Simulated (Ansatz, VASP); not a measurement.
## Two plane-wave programs on Ba

The input INCAR:

```
ALGO     = Normal         # electronic algorithm
EDIFF    = 1E-6           # SCF threshold, eV
ENCUT    = 520            # plane-wave cutoff, eV
GGA      = RP             # functional
ISIF     = 2              # what is computed and relaxed
ISMEAR   = -1             # smearing method
LASPH    = T              # aspherical terms in the spheres
LCHARG   = F              # write CHGCAR
LREAL    = F              # projectors in reciprocal space
LWAVE    = F              # write WAVECAR
NBANDS   = 11             # bands
NELM     = 100            # most SCF steps
PREC     = Accurate       # precision mode
SIGMA    = 0.1            # smearing width, eV
```

The input KPOINTS:

```
k-points
0
Gamma
  9 9 9
```

Contents of POSCAR:

```
Ba
1.0
    4.0165977005      0.0000000000      0.0000000000
    0.0000000000      4.0165977005      0.0000000000
    0.0000000000      0.0000000000      4.0165977005
Ba
1
Direct
    0.0000000000      0.0000000000      0.0000000000
```

Input for Ansatz:

```yaml
crystal:
  lattice:
    - [4.0165977005, 0.0, 0.0]
    - [0.0, 4.0165977005, 0.0]
    - [0.0, 0.0, 4.0165977005]
  atoms:
    - { symbol: Ba, position: [0.0, 0.0, 0.0] }
hamiltonian:
  xc: rpbe
  pseudopotentials:
    kind: paw
    azcp:
      Ba: "pseudopotentials/Ba.paw.azcp"
basis:
  ecutwfc: 420
  fft_grid_basis: typed
kpoints:
  mp_grid: { grid: [9, 9, 9], shift: [0, 0, 0] }
magnetization:
  spin_polarized: false
scf:
  occupations: { method: fermi_dirac, width: 0.1 }
  lower_state_search: "off"
output:
  stress: true
```

Alike in both runs: task single point; functional RPBE; k mesh 9 × 9 × 9; occupations fermi-dirac, width 0.1 eV; no spin polarisation.

```csv
,VASP,Ansatz
version,VASP 6.6.1,Ansatz 0.2.0
potentials or method,"VASP PAW PBE potentials, release 64 (Ba_sv), cutoff 520 eV","plane waves (420 eV) with PAW, scalar-relativistic"
valence electrons in the cell,10,10
```

```csv
,VASP,Ansatz,Ansatz less VASP
pressure (GPa),0.4,0.3,-0.09
```

VASP's potentials were made for PBE, not for RPBE.

Neither program's run includes spin-orbit coupling.
